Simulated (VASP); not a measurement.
# HfC (NiAs type) (P6_3/mmc) in VASP: notebook

The runs below take HfC (NiAs type) through single point, with PBE.

All numbers are computed with VASP 6.6.1; they aren't measurements. Logs are shortened: lines on timing, memory, paths and dates and some standing lists are left out, and cuts for length are marked.

## (1) The cell of the first run

The structure is hexagonal, space group P6_3/mmc (No. 194). The conventional cell has a = 3.266 Å, b = 3.266 Å, c = 5.767 Å, α = 90.00°, β = 90.00°, γ = 120.00°. Hf (site symmetry -3m) has 6 C at 2.37 Å and 2 Hf at 2.88 Å within 3.1 Å. Within 3.1 Å of C (site symmetry -6m2) lie 6 Hf at 2.37 Å.

## (2) Single point, PBE

INCAR reads:

```
SYSTEM = HfC
PREC     = Accurate       ! precision mode
ENCUT    = 520            ! plane-wave cutoff, eV
EDIFF    = 1E-7           ! SCF threshold, eV
ISMEAR   = -1             ! smearing method
SIGMA    = 0.05           ! smearing width, eV
LREAL    = .False.        ! projectors in reciprocal space
LASPH    = .True.         ! aspherical terms in the spheres
NELM     = 60             ! most SCF steps
ALGO     = Normal         ! electronic algorithm
ISIF     = 2              ! what is computed and relaxed
LWAVE    = .False.        ! write WAVECAR
LCHARG   = .True.         ! write CHGCAR
GGA      = PE             ! functional
LELF     = .True.         ! ELF
LVHAR    = .True.       
NBANDS   = 22             ! bands
```

KPOINTS reads:

```
Automatic mesh
0
Gamma
  10 10 6
  0 0 0
```

POSCAR reads:

```
HfC
1.0
    3.2662232349      0.0000000000      0.0000000000
   -1.6331116174      2.8286322958      0.0000000000
    0.0000000000      0.0000000000      5.7665186884
Hf C
2 2
Direct
    0.0000000000      0.0000000000      0.0000000000
    0.0000000000      0.0000000000      0.5000000000
    0.3333333333      0.6666666667      0.2500000000
    0.6666666667      0.3333333333      0.7500000000
```

Potentials or basis: VASP PAW PBE potentials, release 64 (Hf_pv, C).

On the command line:

```console
> cat potpaw_PBE.64/Hf_pv/POTCAR potpaw_PBE.64/C/POTCAR > POTCAR
> mpirun -np 1 vasp_std > vasp.out
```

OUTCAR:

```text
SYSTEM = HfC
   PREC = Accurate
   ENCUT = 520
   EDIFF = 1E-7
   ISMEAR = -1
   LREAL = .False.
   LASPH = .True.
   NELM = 60
   ISIF = 2
   GGA = PE

 ion  position               nearest neighbor table
   1  0.000  0.000  0.000-   3 2.37   4 2.37   3 2.37   4 2.37   4 2.37   3 2.37   2 2.88   2 2.88

   2  0.000  0.000  0.500-   3 2.37   4 2.37   3 2.37   4 2.37   4 2.37   3 2.37   1 2.88   1 2.88

   3  0.333  0.667  0.250-   1 2.37   2 2.37   1 2.37   2 2.37   1 2.37   2 2.37
   4  0.667  0.333  0.750-   1 2.37   2 2.37   1 2.37   2 2.37   1 2.37   2 2.37

  LATTYP: Found a hexagonal cell.
 ALAT       =     3.2662232349
 C/A-ratio  =     1.7655004798

  Lattice vectors:

 A1 = (   3.2662232349,   0.0000000000,   0.0000000000)
 A2 = (  -1.6331116174,   2.8286322958,   0.0000000000)
 A3 = (   0.0000000000,   0.0000000000,   5.7665186884)

Analysis of symmetry for initial positions (statically):
=====================================================================
 Subroutine PRICEL returns:
 Original cell was already a primitive cell.

 Routine SETGRP: Setting up the symmetry group for a
 hexagonal supercell.

 Subroutine GETGRP returns: Found 24 space group operations
 (whereof 12 operations were pure point group operations)
 out of a pool of 24 trial point group operations.

The static configuration has the point symmetry D_3d.
 The point group associated with its full space group is D_6h.

Analysis of symmetry for dynamics (positions and initial velocities):
=====================================================================
 Subroutine PRICEL returns:
 Original cell was already a primitive cell.

 Routine SETGRP: Setting up the symmetry group for a
 hexagonal supercell.

 Subroutine GETGRP returns: Found 24 space group operations
 (whereof 12 operations were pure point group operations)
 out of a pool of 24 trial point group operations.

The dynamic configuration has the point symmetry D_3d.
 The point group associated with its full space group is D_6h.

 Subroutine INISYM returns: Found 24 space group operations
 (whereof 12 operations are pure point group operations),
 and found     1 'primitive' translations

----------------------------------------------------------------------------------------

                                     Primitive cell

  volume of cell :      53.2765

[... 84 lines left out ...]
   ISTART =      0    job   : 0-new  1-cont  2-samecut
   ICHARG =      2    charge: 1-file 2-atom 10-const
   ISPIN  =      1    spin polarized calculation?
   LNONCOLLINEAR =      F non collinear calculations
   LSORBIT =      F    spin-orbit coupling
   LASPH  =      T    aspherical Exc in radial PAW
   ENCUT  =  520.0 eV  38.22 Ry    6.18 a.u.   6.07  6.07 10.72*2*pi/ulx,y,z
   NELM   =     60;   NELMIN=  2; NELMDL= -5     # of ELM steps
   EDIFF  = 0.1E-06   stopping-criterion for ELM
   LREAL  =      F    real-space projection
   EDIFFG = 0.1E-05   stopping-criterion for IOM
   NSW    =      0    number of steps for IOM
   IBRION =     -1    ionic relax: 0-MD 1-quasi-New 2-CG
   NFREE  =      0    steps in history (QN), initial steepest desc. (CG)
   ISIF   =      2    stress and relaxation
   ISYM   =      2    0-nonsym 1-usesym 2-fastsym
   POTIM  = 0.5000    time-step for ionic-motion
   TEBEG  =    0.0;   TEEND  =   0.0 temperature during run
   PSTRESS=    0.0 pullay stress
   NELECT =      28.0000    total number of electrons
   NUPDOWN=      -1.0000    fix difference up-down
   EMIN   =  10.00;   EMAX   =-10.00  energy-range for DOS
   EFERMI =   0.00;   METHOD = LEGACY
   ISMEAR =    -1;   SIGMA  =   0.05  broadening in eV -4-tet -1-fermi 0-gaus
   EFERMI_NEDOS =   21; number of points for ismear=-14 and -15
   IALGO  =     38    algorithm
   IMIX   =      4    mixing-type and parameters
     AMIX     =   0.40;   BMIX     =  1.00
     AMIX_MAG =   1.60;   BMIX_MAG =  1.00
  volume/ion in A,a.u.               =      13.32        89.88
  Fermi-wavevector in a.u.,A,eV,Ry     =   1.321140  2.496592 23.747755  1.745411
  Thomas-Fermi vector in A             =   2.450915
   LORBIT       =      0    0 simple, 1 ext, 2 COOP (PROOUT), +10 PAW based schemes
   GGA     = PE    functional components
   LHFCALC =     F    Hartree Fock is set to
   AEXX    =    0.0000 exact exchange contribution
   IVDW    =     0    specifies the selected vdW correction
   LEPSILON=     F    determine dielectric tensor
   LRPA    =     F    only Hartree local field effects (RPA)
 non-spin polarized calculation
  energy-cutoff  :      520.00
  volume of cell :       53.28
 maximum number of plane-waves:      1460
   NGX = 13   NGY = 13   NGZ = 21

 number of electron      27.9999994 magnetization

 Free energy of the ion-electron system (eV)
  ---------------------------------------------------
  ext. energy  EPLUGINS =         0.00000000
  ---------------------------------------------------
  free energy    TOTEN  =       -39.95631607 eV

  energy without entropy =      -39.94889427  energy(sigma->0) =      -39.95260517

 E-fermi :   5.3512     XC(G=0): -11.9514

 val. band max:        5.3167766291   @ k =   0.1000   0.0000   0.0000
 cond. band min:       5.3615766281   @ k =   0.4000   0.0000   0.1667
 fundamental gap:      0.0447999990
 Fermi energy:         5.3511898830

 k-point     1 :       0.0000    0.0000    0.0000
  band No.  band energies     occupation
      1     -25.1420      2.00000
      2     -24.4386      2.00000
      3     -24.4386      2.00000
      4     -24.3264      2.00000
      5     -24.3264      2.00000
      6     -24.0660      2.00000
[... 589 lines left out ...]
     21      12.6076      0.00000
     22      13.1169      0.00000

 [... further k-points ...]
[... 5 lines left out ...]
  --------------------------------------------------------------------------------------
  -------------------------------------------------------------------------------------
  Total       -0.2160879     -0.2160879     -0.3301652     -0.0000000      0.0000000      0.0000000
  in kB       -6.4983790     -6.4983790     -9.9290069     -0.0000000      0.0000000      0.0000000
  external PRESSURE =      -7.6419216 kB  Pullay stress =       0.0000000 kB

 VOLUME and BASIS-vectors are now :
 -----------------------------------------------------------------------------
  energy-cutoff  :      520.00
  volume of cell :       53.28
      direct lattice vectors                 reciprocal lattice vectors
     3.266223235  0.000000000  0.000000000     0.306164009  0.176763873  0.000000000
    -1.633111617  2.828632296  0.000000000     0.000000000  0.353527746  0.000000000
     0.000000000  0.000000000  5.766518688     0.000000000  0.000000000  0.173414855

 POSITION                                       TOTAL-FORCE (eV/Angst)
 -----------------------------------------------------------------------------------
      0.00000      0.00000      0.00000         0.000000      0.000000      0.000000
      0.00000      0.00000      2.88326         0.000000      0.000000      0.000000
     -0.00000      1.88575      1.44163        -0.000000     -0.000000      0.000000
      1.63311      0.94288      4.32489         0.000000      0.000000     -0.000000
 -----------------------------------------------------------------------------------
    total drift:                               -0.000000      0.000000      0.000000

  FREE ENERGIE OF THE ION-ELECTRON SYSTEM (eV)
  ---------------------------------------------------
  free  energy   TOTEN  =       -39.9563160724 eV

  energy  without entropy=      -39.9488942717  energy(sigma->0) =      -39.95260517
```

OSZICAR:

```text
N       E                     dE             d eps       ncg     rms          rms(c)
DAV:   1     0.915320148872E+02    0.91532E+02   -0.15065E+04  2464   0.122E+03
DAV:   2    -0.406167517108E+02   -0.13215E+03   -0.12584E+03  3052   0.287E+02
DAV:   3    -0.466056634545E+02   -0.59889E+01   -0.59367E+01  3166   0.446E+01
DAV:   4    -0.466781832611E+02   -0.72520E-01   -0.72471E-01  3058   0.538E+00
DAV:   5    -0.466792582232E+02   -0.10750E-02   -0.10749E-02  3290   0.579E-01    0.742E+01
DAV:   6    -0.401798506542E+02    0.64994E+01   -0.43736E+01  2860   0.238E+01    0.578E+01
DAV:   7    -0.400335081193E+02    0.14634E+00   -0.31232E+00  2878   0.821E+00    0.287E+01
DAV:   8    -0.399672418670E+02    0.66266E-01   -0.29338E-01  3030   0.301E+00    0.776E+00
DAV:   9    -0.399574200293E+02    0.98218E-02   -0.80542E-02  2926   0.136E+00    0.394E+00
DAV:  10    -0.399563215808E+02    0.10984E-02   -0.43325E-03  3124   0.370E-01    0.853E-01
DAV:  11    -0.399563172579E+02    0.43229E-05   -0.35586E-04  2986   0.111E-01    0.250E-01
DAV:  12    -0.399563168076E+02    0.45029E-06   -0.68894E-06  2952   0.181E-02    0.234E-01
DAV:  13    -0.399563157799E+02    0.10277E-05   -0.17367E-05  2962   0.176E-02    0.129E-02
DAV:  14    -0.399563160371E+02   -0.25720E-06   -0.58155E-07  2944   0.465E-03    0.713E-03
DAV:  15    -0.399563160724E+02   -0.35320E-07   -0.97653E-09  1706   0.541E-04
   1 F= -.39956316E+02 E0= -.39952605E+02  d E =-.742180E-02
```

stdout:

```text
POSCAR found type information on POSCAR HfC
 POSCAR found :  2 types and       4 ions
 scaLAPACK will be used
 LDA part: xc-table for (Slater+PW92), standard interpolation
 POSCAR, INCAR and KPOINTS ok, starting setup
 FFT: planning ... GRIDC
 FFT: planning ... GRID_SOFT
 FFT: planning ... GRID
 WAVECAR not read
 entering main loop
```

Run time: 37 s. Hardware: 1 thread of AMD EPYC 9R45 (Zen 5), shared host; peak memory 0.18 GiB.

Results:

| Property | Result |
| --- | --- |
| Free energy | -39.9563 eV |
| Pressure | -0.8 GPa |
| Band gap on the k mesh | zero (band 14 reaches 6.77 eV, above the bottom of band 15 at 5.22 eV) |

Stress tensor (GPa, compression positive):
```
-0.65  0.00  0.00
 0.00 -0.65  0.00
 0.00  0.00 -0.99
```

Caveat: spin-orbit coupling is left out, which moves the levels of the heavy elements.

## (3) Single point, PBE

INCAR reads:

```
PREC = Accurate
ENCUT = 520
EDIFF = 1E-6
ISMEAR = -1
SIGMA = 0.05
LREAL = F
LASPH = T
NELM = 80
ALGO = Normal
ISIF = 2
LWAVE = F
LCHARG = F
GGA = PE
NBANDS = 22
```

KPOINTS reads:

```
regular mesh
0
Gamma
  10 10 6
```

Edit POSCAR of step 2 so:

```diff
@@ -2,3 +2,3 @@
 1.0
-    3.2662232349      0.0000000000      0.0000000000
+    3.2662232348      0.0000000000      0.0000000000
    -1.6331116174      2.8286322958      0.0000000000
```

Potentials or basis: VASP PAW PBE potentials, release 64 (Hf_pv, C).

On the command line:

```console
> cat potpaw_PBE.64/Hf_pv/POTCAR potpaw_PBE.64/C/POTCAR > POTCAR
> mpirun -np 1 vasp_std > vasp.out
```

It took 31 s on 1 thread of AMD EPYC 9R45 (Zen 5), shared host; peak memory 0.18 GiB.

Results (log left out):

| Item | Value |
| --- | --- |
| Free energy | -39.9563 eV |
| Pressure | -0.8 GPa |
| Band gap on the k mesh | zero (band 14 reaches 6.77 eV, above the bottom of band 15 at 5.22 eV) |

Stress tensor (GPa, compression positive):
```
-0.65  0.00  0.00
 0.00 -0.65  0.00
 0.00  0.00 -0.99
```

Levels at points of the mesh, in eV from the Fermi level:
```csv
k point,band 11,band 12,band 13,band 14,band 15,band 16,band 17,band 18
"(0.00, 0.00, 0.00)",-2.20,-1.11,0.81,1.42,1.42,2.13,2.13,2.25
"(0.50, 0.00, 0.00)",-2.46,-1.80,-1.01,-0.97,0.37,2.11,5.50,5.60
"(0.00, 0.00, 0.50)",-1.10,-1.10,-1.10,-1.10,2.89,2.89,3.19,3.19
"(0.50, 0.00, 0.50)",-1.83,-1.83,-1.30,-1.30,1.16,1.16,5.88,5.88
```

Caveat: spin-orbit coupling is left out, which moves the levels of the heavy elements.

## (4) Single point, PBE

INCAR reads:

```
SYSTEM = HfC
PREC = Accurate ; ENCUT = 520
EDIFF = 1E-6 ; ISMEAR = -1
SIGMA = 0.05 ; LREAL = .False.
LASPH = .True. ; NELM = 100
ALGO = Normal ; ISIF = 2
LWAVE = .False. ; LCHARG = .False.
GGA = PE ; NBANDS = 22
```

KPOINTS reads:

```
regular mesh
0
Gamma
  10 10 6
  0 0 0
```

POSCAR is that of step 3.

Potentials or basis: VASP PAW PBE potentials, release 64 (Hf_pv, C).

On the command line:

```console
> cat potpaw_PBE.64/Hf_pv/POTCAR potpaw_PBE.64/C/POTCAR > POTCAR
> mpirun -np 1 vasp_std > vasp.out
```

OUTCAR:

```text
SYSTEM = HfC
   PREC = Accurate
   ENCUT = 520
   EDIFF = 1E-6
   ISMEAR = -1
   LREAL = .False.
   LASPH = .True.
   NELM = 100
   ISIF = 2
   GGA = PE

 ion  position               nearest neighbor table
   1  0.000  0.000  0.000-   3 2.37   4 2.37   4 2.37   3 2.37   4 2.37   3 2.37   2 2.88   2 2.88

   2  0.000  0.000  0.500-   3 2.37   4 2.37   4 2.37   3 2.37   4 2.37   3 2.37   1 2.88   1 2.88

   3  0.333  0.667  0.250-   1 2.37   2 2.37   1 2.37   2 2.37   1 2.37   2 2.37
   4  0.667  0.333  0.750-   1 2.37   2 2.37   1 2.37   2 2.37   1 2.37   2 2.37

[... 802 lines left out ...]
  --------------------------------------------------------------------------------------
  -------------------------------------------------------------------------------------
  Total       -0.2161911     -0.2161911     -0.3287521      0.0000000     -0.0000000      0.0000000
  in kB       -6.5014825     -6.5014825     -9.8865122      0.0000000     -0.0000000      0.0000000
  external PRESSURE =      -7.6298257 kB  Pullay stress =       0.0000000 kB

 VOLUME and BASIS-vectors are now :
 -----------------------------------------------------------------------------
  energy-cutoff  :      520.00
  volume of cell :       53.28
      direct lattice vectors                 reciprocal lattice vectors
     3.266223235  0.000000000  0.000000000     0.306164009  0.176763873  0.000000000
    -1.633111617  2.828632296  0.000000000     0.000000000  0.353527746  0.000000000
     0.000000000  0.000000000  5.766518688     0.000000000  0.000000000  0.173414855

 POSITION                                       TOTAL-FORCE (eV/Angst)
 -----------------------------------------------------------------------------------
      0.00000      0.00000      0.00000         0.000000      0.000000      0.000000
      0.00000      0.00000      2.88326         0.000000      0.000000      0.000000
     -0.00000      1.88575      1.44163        -0.000000     -0.000000      0.000000
      1.63311      0.94288      4.32489        -0.000000      0.000000     -0.000000
 -----------------------------------------------------------------------------------
    total drift:                               -0.000000      0.000000      0.000000

  FREE ENERGIE OF THE ION-ELECTRON SYSTEM (eV)
  ---------------------------------------------------
  free  energy   TOTEN  =       -39.9563168077 eV

  energy  without entropy=      -39.9488833309  energy(sigma->0) =      -39.95260007
```

OSZICAR:

```text
N       E                     dE             d eps       ncg     rms          rms(c)
DAV:   1     0.915320148889E+02    0.91532E+02   -0.15065E+04  2464   0.122E+03
DAV:   2    -0.406167517109E+02   -0.13215E+03   -0.12584E+03  3052   0.287E+02
DAV:   3    -0.466056634546E+02   -0.59889E+01   -0.59367E+01  3166   0.446E+01
DAV:   4    -0.466781832612E+02   -0.72520E-01   -0.72471E-01  3058   0.538E+00
DAV:   5    -0.466792582233E+02   -0.10750E-02   -0.10749E-02  3290   0.579E-01    0.742E+01
DAV:   6    -0.401798506547E+02    0.64994E+01   -0.43736E+01  2860   0.238E+01    0.578E+01
DAV:   7    -0.400335081195E+02    0.14634E+00   -0.31232E+00  2878   0.821E+00    0.287E+01
DAV:   8    -0.399672418675E+02    0.66266E-01   -0.29338E-01  3030   0.301E+00    0.776E+00
DAV:   9    -0.399574200298E+02    0.98218E-02   -0.80542E-02  2926   0.136E+00    0.394E+00
DAV:  10    -0.399563215801E+02    0.10984E-02   -0.43325E-03  3124   0.370E-01    0.853E-01
DAV:  11    -0.399563172583E+02    0.43218E-05   -0.35586E-04  2986   0.111E-01    0.250E-01
DAV:  12    -0.399563168077E+02    0.45059E-06   -0.68894E-06  2952   0.181E-02
   1 F= -.39956317E+02 E0= -.39952600E+02  d E =-.743348E-02
```

Wall time 32 s (1 thread of AMD EPYC 9R45 (Zen 5), shared host); peak memory 0.18 GiB.

What came out:

```
Free energy            : -39.9563 eV
Pressure               : -0.8 GPa
Band gap on the k mesh : zero (band 14 reaches 6.77 eV, above the bottom of band 15 at 5.22 eV)
```

Stress tensor (GPa, compression positive):
```
-0.65  0.00  0.00
 0.00 -0.65  0.00
 0.00  0.00 -0.99
```

Caveat: spin-orbit coupling is left out, which moves the levels of the heavy elements.
